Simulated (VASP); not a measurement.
Runs of VASP 6.6.1 on Ti. The structure is that of space group Fm-3m (No. 225), or close to it. The cells are those of the table. This isn't the form of Ti at room conditions, which is hcp.

| task | level | cell | k mesh | cutoff (eV) | grid for exact exchange (PRECFOCK) | share of exact exchange | screening parameter | gap on the mesh (eV) | pressure (GPa) |
| --- | --- | --- | --- | --- | --- | --- | --- | --- | --- |
| single point | HSE06 | a = 2.927 Å, angles 60.0°, 1 atom | 6 × 6 × 6 | 520 | Normal | 0.25 | 0.2079 1/Å | none | (b) |
| single point | r2SCAN | a = 2.852 Å, angles 60.0°, 1 atom | 11 × 11 × 11 | 520 | - | - | - | none | 7.3 |
| single point | PBEsol | a = 2.929, b = 2.929, c = 2.986 Å, angles 59.4, 59.4, 61.3°, 1 atom | 11 × 11 × 11 | 500 | - | - | - | none | -8.4 |
| relaxation of cell and atoms | BLYP+D4 | relaxed from a = 2.871 Å, angles 60.0°, 1 atom | 11 × 11 × 11 | 600 | - | - | - | none | 0.0 |
| single point | r2SCAN | a = 2.906 Å, angles 60.0°, 1 atom | 11 × 11 × 11 | 520 | - | - | - | none | 0.4 |
| single point | r2SCAN | a = 2.909 Å, angles 60.0°, 1 atom | 11 × 11 × 11 | 520 | - | - | - | none | (a) |
| single point | r2SCAN | a = 2.812 Å, angles 60.0°, 1 atom | 11 × 11 × 11 | 550 | - | - | - | none | 13.1 |

Alike in all rows: potentials or basis VASP PAW PBE potentials, release 64 (Ti_sv); no spin polarisation; smearing fermi-dirac 0.05 eV.

Question: Fill in the values left out.

Answer: (a) 0.1; (b) -3.6.

Caveats: some runs use coarse meshes; the PAW data sets were made with another functional, which shifts forces and pressure a little; the cell stands under pressure (at least some runs); the cell stands under tension (at least some runs).

A gap of «none» marks levels without a gap at the run's occupations.
